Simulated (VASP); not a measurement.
A run of VASP 6.6.1 is set up as follows.

File INCAR:

```
  PREC = Accurate
  ENCUT = 520
  EDIFF = 1E-6
  ISMEAR = 1
  SIGMA = 0.05
  LREAL = F
  LASPH = T
  NELM = 100
  ALGO = Normal
  ISIF = 2
  LWAVE = F
  LCHARG = F
  GGA = PS
  NBANDS = 21
```

KPOINTS

```
Automatic mesh
0
Gamma
  14 14 14
```

File POSCAR:

```
Ge
1.0
   -2.5744897200      2.5744897200      1.3974126400
    2.5744897200     -2.5744897200      1.3974126400
    2.5744897200      2.5744897200     -1.3974126400
Ge
2
Direct
    0.2589451030      0.7589451030      0.5000000000
    0.5000000000      0.5000000000      0.0000000000
```

Potentials or basis: VASP PAW PBE potentials, release 64 (Ge_d).

Launch:

```bash
$ cat potpaw_PBE.64/Ge_d/POTCAR > POTCAR
$ mpirun -np 1 vasp_std > vasp.out
```

Task: Predict the band gap on the k mesh.

Result: Zero (bands 14 and 15 overlap by 4.97 eV).

Task: Predict the largest force.

Result: 0.013 eV/Å.

Task: Estimate the pressure.

Result: -0.9 GPa.

Stress tensor (GPa, compression positive):
```
-1.16  0.00  0.00
 0.00 -1.87  0.00
 0.00  0.00  0.39
```

Caveat: the PAW data sets were made with another functional, which shifts forces and pressure a little.
